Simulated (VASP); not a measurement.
# HgP (P6_3/mmc) in VASP: notebook

The runs below take HgP through single point, with PBEsol.

Program: VASP 6.6.1. These are calculated values, not measurements. Logs are shortened: lines on timing, memory, paths and dates and some standing lists are left out, and cuts for length are marked.

### Step 1. The cell of the first run

The structure is hexagonal, space group P6_3/mmc (No. 194). The conventional cell has a = 3.676 Å, b = 3.676 Å, c = 6.855 Å, α = 90.00°, β = 90.00°, γ = 120.00°. Hg (site symmetry -3m) has 6 P at 2.73 Å and 2 Hg at 3.43 Å within 3.6 Å. P (site symmetry -6m2) has 6 Hg at 2.73 Å within 3.6 Å.

### Step 2. Single point, PBEsol

File INCAR:

```
PREC = Accurate
ENCUT = 520
EDIFF = 1E-6
ISMEAR = 0
SIGMA = 0.05
LREAL = False
LASPH = True
NELM = 100
ALGO = Normal
ISIF = 2
LWAVE = False
LCHARG = True
GGA = PS
LELF = True
LVHAR = True
NBANDS = 25
```

File KPOINTS:

```
regular mesh
0
Gamma
  10 10 6
```

File POSCAR:

```
HgP
1.0
    3.6757958979      0.0000000000      0.0000000000
   -1.8378979490      3.1833326267      0.0000000000
    0.0000000000      0.0000000000      6.8554819369
Hg P
2 2
Direct
    0.0000000000      0.0000000000      0.0000000000
    0.0000000000      0.0000000000      0.5000000000
    0.3333333333      0.6666666667      0.2500000000
    0.6666666667      0.3333333333      0.7500000000
```

Potentials or basis: VASP PAW PBE potentials, release 64 (Hg, P).

On the command line:

```bash
> cat potpaw_PBE.64/Hg/POTCAR potpaw_PBE.64/P/POTCAR > POTCAR
> mpirun -np 1 vasp_std > vasp.out
```

OUTCAR:

```text
PREC = Accurate
   ENCUT = 520
   EDIFF = 1E-6
   ISMEAR = 0
   LREAL = False
   LASPH = True
   NELM = 100
   ISIF = 2
   GGA = PS

 ion  position               nearest neighbor table
   1  0.000  0.000  0.000-   3 2.73   4 2.73   4 2.73   3 2.73   4 2.73   3 2.73   2 3.43   2 3.43

   2  0.000  0.000  0.500-   3 2.73   4 2.73   4 2.73   3 2.73   4 2.73   3 2.73   1 3.43   1 3.43

   3  0.333  0.667  0.250-   1 2.73   2 2.73   1 2.73   2 2.73   1 2.73   2 2.73
   4  0.667  0.333  0.750-   1 2.73   2 2.73   1 2.73   2 2.73   1 2.73   2 2.73

  LATTYP: Found a hexagonal cell.
 ALAT       =     3.6757958979
 C/A-ratio  =     1.8650333499

  Lattice vectors:

 A1 = (   3.6757958979,   0.0000000000,   0.0000000000)
 A2 = (  -1.8378979490,   3.1833326267,   0.0000000000)
 A3 = (   0.0000000000,   0.0000000000,   6.8554819369)

Analysis of symmetry for initial positions (statically):
=====================================================================
 Subroutine PRICEL returns:
 Original cell was already a primitive cell.

 Routine SETGRP: Setting up the symmetry group for a
 hexagonal supercell.

 Subroutine GETGRP returns: Found 24 space group operations
 (whereof 12 operations were pure point group operations)
 out of a pool of 24 trial point group operations.

The static configuration has the point symmetry D_3d.
 The point group associated with its full space group is D_6h.

Analysis of symmetry for dynamics (positions and initial velocities):
=====================================================================
 Subroutine PRICEL returns:
 Original cell was already a primitive cell.

 Routine SETGRP: Setting up the symmetry group for a
 hexagonal supercell.

 Subroutine GETGRP returns: Found 24 space group operations
 (whereof 12 operations were pure point group operations)
 out of a pool of 24 trial point group operations.

The dynamic configuration has the point symmetry D_3d.
 The point group associated with its full space group is D_6h.

 Subroutine INISYM returns: Found 24 space group operations
 (whereof 12 operations are pure point group operations),
 and found     1 'primitive' translations

----------------------------------------------------------------------------------------

                                     Primitive cell

  volume of cell :      80.2179

  direct lattice vectors                    reciprocal lattice vectors
     3.675795898  0.000000000  0.000000000     0.272049925  0.157068098  0.000000000
    -1.837897949  3.183332627  0.000000000     0.000000000  0.314136195  0.000000000
     0.000000000  0.000000000  6.855481937     0.000000000  0.000000000  0.145868665

  length of vectors
     3.675795898  3.675795898  6.855481937     0.314136195  0.314136195  0.145868665

  position of ions in fractional coordinates (direct lattice)
     0.000000000  0.000000000  0.000000000
     0.000000000  0.000000000  0.500000000
     0.333333333  0.666666667  0.250000000
     0.666666667  0.333333333  0.750000000

  ion indices of the primitive-cell ions
   primitive index   ion index
                 1           1
                 2           2
                 3           3
                 4           4

----------------------------------------------------------------------------------------

 KPOINTS: regular mesh

Automatic generation of k-mesh.
 Grid dimensions read from file:
 generate k-points for:   10   10    6

 Generating k-lattice:

  Cartesian coordinates                     Fractional coordinates (reciprocal lattice)
     0.027204993  0.015706810  0.000000000     0.100000000  0.000000000  0.000000000
     0.000000000  0.031413620  0.000000000     0.000000000  0.100000000  0.000000000
     0.000000000  0.000000000  0.024311444     0.000000000  0.000000000  0.166666667

  Length of vectors
     0.031413620  0.031413620  0.024311444

  Shift w.r.t. Gamma in fractional coordinates (k-lattice)
     0.000000000  0.000000000  0.000000000

 Subroutine IBZKPT returns following result:
 ===========================================

 Found     56 irreducible k-points:

 Following reciprocal coordinates:
            Coordinates               Weight
  0.000000  0.000000  0.000000      1.000000
  0.100000  0.000000  0.000000      6.000000
  0.200000  0.000000  0.000000      6.000000
  0.300000  0.000000  0.000000      6.000000
  0.400000  0.000000  0.000000      6.000000
  0.500000  0.000000  0.000000      3.000000
[... 16 lines left out ...]
  0.300000  0.100000  0.166667     24.000000
  0.400000  0.100000  0.166667     24.000000
 [... further k-points ...]
   k-points           NKPTS =     56   k-points in BZ     NKDIM =     56   number of bands    NBANDS=     25
   number of dos      NEDOS =    301   number of ions     NIONS =      4
   total plane-waves  NPLWV =  42336
   dimension x,y,z NGX =    28 NGY =   28 NGZ =   54
   dimension x,y,z NGXF=    56 NGYF=   56 NGZF=  108
   ions per type =               2   2
   NGX,Y,Z   is equivalent  to a cutoff of  12.66, 12.66, 13.10 a.u.
   NGXF,Y,Z  is equivalent  to a cutoff of  25.33, 25.33, 26.19 a.u.
 SYSTEM =  unknown system
   PREC   = accura    normal or accurate (medium, high low for compatibility)
   ISTART =      0    job   : 0-new  1-cont  2-samecut
   ICHARG =      2    charge: 1-file 2-atom 10-const
   ISPIN  =      1    spin polarized calculation?
   LNONCOLLINEAR =      F non collinear calculations
   LSORBIT =      F    spin-orbit coupling
   LASPH  =      T    aspherical Exc in radial PAW
   ENCUT  =  520.0 eV  38.22 Ry    6.18 a.u.   6.83  6.83 12.75*2*pi/ulx,y,z
   NELM   =    100;   NELMIN=  2; NELMDL= -5     # of ELM steps
   EDIFF  = 0.1E-05   stopping-criterion for ELM
   LREAL  =      F    real-space projection
   EDIFFG = 0.1E-04   stopping-criterion for IOM
   NSW    =      0    number of steps for IOM
   IBRION =     -1    ionic relax: 0-MD 1-quasi-New 2-CG
   NFREE  =      0    steps in history (QN), initial steepest desc. (CG)
   ISIF   =      2    stress and relaxation
   ISYM   =      2    0-nonsym 1-usesym 2-fastsym
   POTIM  = 0.5000    time-step for ionic-motion
   TEBEG  =    0.0;   TEEND  =   0.0 temperature during run
   PSTRESS=    0.0 pullay stress
   NELECT =      34.0000    total number of electrons
   NUPDOWN=      -1.0000    fix difference up-down
   EMIN   =  10.00;   EMAX   =-10.00  energy-range for DOS
   EFERMI =   0.00;   METHOD = LEGACY
   ISMEAR =     0;   SIGMA  =   0.05  broadening in eV -4-tet -1-fermi 0-gaus
   EFERMI_NEDOS =   21; number of points for ismear=-14 and -15
   IALGO  =     38    algorithm
   IMIX   =      4    mixing-type and parameters
     AMIX     =   0.40;   BMIX     =  1.00
     AMIX_MAG =   1.60;   BMIX_MAG =  1.00
  volume/ion in A,a.u.               =      20.05       135.33
  Fermi-wavevector in a.u.,A,eV,Ry     =   1.229733  2.323858 20.575304  1.512242
  Thomas-Fermi vector in A             =   2.364608
   LORBIT       =      0    0 simple, 1 ext, 2 COOP (PROOUT), +10 PAW based schemes
   GGA     = PS    functional components
   LHFCALC =     F    Hartree Fock is set to
   AEXX    =    0.0000 exact exchange contribution
   IVDW    =     0    specifies the selected vdW correction
   LEPSILON=     F    determine dielectric tensor
   LRPA    =     F    only Hartree local field effects (RPA)
 non-spin polarized calculation
 Gauss-broadening in eV      SIGMA  =   0.05
  energy-cutoff  :      520.00
  volume of cell :       80.22
 maximum number of plane-waves:      2180
 NGX is ok and might be reduce to    28
   NGX = 13   NGY = 13   NGZ = 25

 number of electron      34.0000001 magnetization

 Free energy of the ion-electron system (eV)
  ---------------------------------------------------
  ext. energy  EPLUGINS =         0.00000000
  ---------------------------------------------------
  free energy    TOTEN  =       -10.63491819 eV

  energy without entropy =      -10.63231854  energy(sigma->0) =      -10.63361837

 E-fermi :   4.4209     XC(G=0): -10.9483

 val. band max:        4.4157251511   @ k =   0.2000   0.1000   0.5000
 cond. band min:       4.5583279281   @ k =   0.2000   0.2000   0.3333
 fundamental gap:      0.1426027770
 Fermi energy:         4.4209336136

 k-point     1 :       0.0000    0.0000    0.0000
  band No.  band energies     occupation
      1      -7.9490      2.00000
      2      -6.0488      2.00000
      3      -3.6124      2.00000
      4      -3.0420      2.00000
      5      -2.9849      2.00000
      6      -2.9849      2.00000
[... 17 lines left out ...]
     24      12.5640      0.00000
     25      13.2910      0.00000

 k-point     2 :       0.1000    0.0000    0.0000
  band No.  band energies     occupation
      1      -7.8189      2.00000
      2      -6.0597      2.00000
      3      -3.4713      2.00000
      4      -3.0214      2.00000
      5      -2.9684      2.00000
      6      -2.8832      2.00000
[... 17 lines left out ...]
     24      12.6439      0.00000
     25      12.7035      0.00000

 k-point     3 :       0.2000    0.0000    0.0000
  band No.  band energies     occupation
      1      -7.4433      2.00000
      2      -6.0797      2.00000
      3      -3.1505      2.00000
      4      -2.9848      2.00000
      5      -2.9539      2.00000
      6      -2.7085      2.00000
[... 17 lines left out ...]
     24      11.8012      0.00000
     25      12.1222      0.00000

 k-point     4 :       0.3000    0.0000    0.0000
  band No.  band energies     occupation
      1      -6.8925      2.00000
      2      -6.0611      2.00000
      3      -3.1358      2.00000
      4      -2.9999      2.00000
      5      -2.9812      2.00000
      6      -2.8268      2.00000
[... 17 lines left out ...]
     24      11.1153      0.00000
     25      12.4909      0.00000
[... 477 lines left out ...]
 k-point    22 :       0.2000    0.1000    0.1667
  band No.  band energies     occupation
      1      -7.0319      2.00000
      2      -6.1596      2.00000
      3      -3.0725      2.00000
      4      -2.9944      2.00000
      5      -2.8510      2.00000
      6      -2.8179      2.00000
[... 17 lines left out ...]
     24      11.7635      0.00000
     25      12.1018      0.00000

 k-point    23 :       0.3000    0.1000    0.1667
  band No.  band energies     occupation
      1      -6.5013      2.00000
      2      -6.0316      2.00000
      3      -3.2580      2.00000
      4      -3.0743      2.00000
      5      -2.8628      2.00000
      6      -2.8211      2.00000
[... 17 lines left out ...]
     24      11.3160      0.00000
     25      12.7562      0.00000

 k-point    24 :       0.4000    0.1000    0.1667
  band No.  band energies     occupation
      1      -6.2818      2.00000
      2      -5.6820      2.00000
      3      -3.4907      2.00000
      4      -3.1673      2.00000
      5      -2.9145      2.00000
      6      -2.8862      2.00000
[... 17 lines left out ...]
     24      11.4648      0.00000
     25      13.0020      0.00000

 [... further k-points ...]

------------------------ aborting loop because EDIFF is reached ----------------------------------------

  FORCE on cell =-STRESS in cart. coord.  units (eV):
  Direction    XX          YY          ZZ          XY          YZ          ZX
  --------------------------------------------------------------------------------------
  -------------------------------------------------------------------------------------
  Total        0.2679685      0.2679685      0.3172747     -0.0000000      0.0000000      0.0000000
  in kB        5.3520839      5.3520839      6.3368665     -0.0000000      0.0000000      0.0000000
  external PRESSURE =       5.6803448 kB  Pullay stress =       0.0000000 kB

 VOLUME and BASIS-vectors are now :
 -----------------------------------------------------------------------------
  energy-cutoff  :      520.00
  volume of cell :       80.22
      direct lattice vectors                 reciprocal lattice vectors
     3.675795898  0.000000000  0.000000000     0.272049925  0.157068098  0.000000000
    -1.837897949  3.183332627  0.000000000     0.000000000  0.314136195  0.000000000
     0.000000000  0.000000000  6.855481937     0.000000000  0.000000000  0.145868665

 POSITION                                       TOTAL-FORCE (eV/Angst)
 -----------------------------------------------------------------------------------
      0.00000      0.00000      0.00000         0.000000      0.000000      0.000000
      0.00000      0.00000      3.42774         0.000000      0.000000      0.000000
     -0.00000      2.12222      1.71387        -0.000000     -0.000000     -0.000000
      1.83790      1.06111      5.14161        -0.000000      0.000000      0.000000
 -----------------------------------------------------------------------------------
    total drift:                               -0.000000      0.000000      0.000000

  FREE ENERGIE OF THE ION-ELECTRON SYSTEM (eV)
  ---------------------------------------------------
  free  energy   TOTEN  =       -10.6349181894 eV

  energy  without entropy=      -10.6323185435  energy(sigma->0) =      -10.63361837
```

Wall time 1.7 min (1 thread of Oxide Virtual Turin-like, shared host); peak memory 0.22 GiB.

What came out:

| Item | Value |
| --- | --- |
| Free energy | -10.6349 eV |
| Pressure | 0.6 GPa |
| Band gap on the k mesh | zero (band 17 reaches 5.99 eV, above the bottom of band 18 at 3.16 eV) |

Caveat: the PAW data sets were made with another functional, which shifts forces and pressure a little; spin-orbit coupling is left out, which moves the levels of the heavy elements.

### Step 3. Single point, PBEsol

This run uses another cell than the first one, of 20.26 Å³/atom, 1.010 times its volume.

File INCAR:

```
PREC = Accurate ; ENCUT = 520
EDIFF = 1E-6 ; ISMEAR = 0
SIGMA = 0.05 ; LREAL = F
LASPH = T ; NELM = 60
ALGO = Normal ; ISIF = 2
LWAVE = F ; LCHARG = T
GGA = PS ; LELF = T
LVHAR = T ; NBANDS = 25
```

File KPOINTS:

```
Automatic mesh
0
Gamma
  10 10 6
```

Changes to POSCAR since step 2:

```diff
@@ -4,3 +4,3 @@
    -1.8378979490      3.1833326267      0.0000000000
-    0.0000000000      0.0000000000      6.8554819369
+    0.0000000000      0.0000000000      6.9240367563
 Hg P
```

Potentials or basis: VASP PAW PBE potentials, release 64 (Hg, P).

On the command line:

```bash
> cat potpaw_PBE.64/Hg/POTCAR potpaw_PBE.64/P/POTCAR > POTCAR
> mpirun -np 1 vasp_std > vasp.out
```

Run time: 1.7 min. Hardware: 1 thread of Oxide Virtual Turin-like, shared host; peak memory 0.22 GiB.

The run converged. Its results:

```yaml
Free_energy: -10.6352 eV
Pressure: -0.4 GPa
Band_gap_on_the_k_mesh: zero (band 17 reaches 5.78 eV, above the bottom of band 18 at 3.07 eV)
```

Stress tensor (GPa, compression positive):
```
-0.26  0.00  0.00
 0.00 -0.26  0.00
 0.00  0.00 -0.67
```

Levels at points of the mesh, in eV from the Fermi level:
```tsv
k point	band 14	band 15	band 16	band 17	band 18	band 19	band 20	band 21
(0.00, 0.00, 0.00)	-1.05	0.39	0.39	0.61	1.77	1.77	4.23	6.50
(0.50, 0.00, 0.00)	-3.84	-3.33	-2.64	-1.37	1.45	2.56	3.36	3.51
(0.00, 0.00, 0.50)	-4.23	1.09	1.09	1.09	1.09	3.92	3.92	6.14
(0.50, 0.00, 0.50)	-4.98	-0.53	-0.53	-0.21	-0.21	0.42	0.42	5.29
```

Caveat: the PAW data sets were made with another functional, which shifts forces and pressure a little; spin-orbit coupling is left out, which moves the levels of the heavy elements.

[end of part 1 of 2]
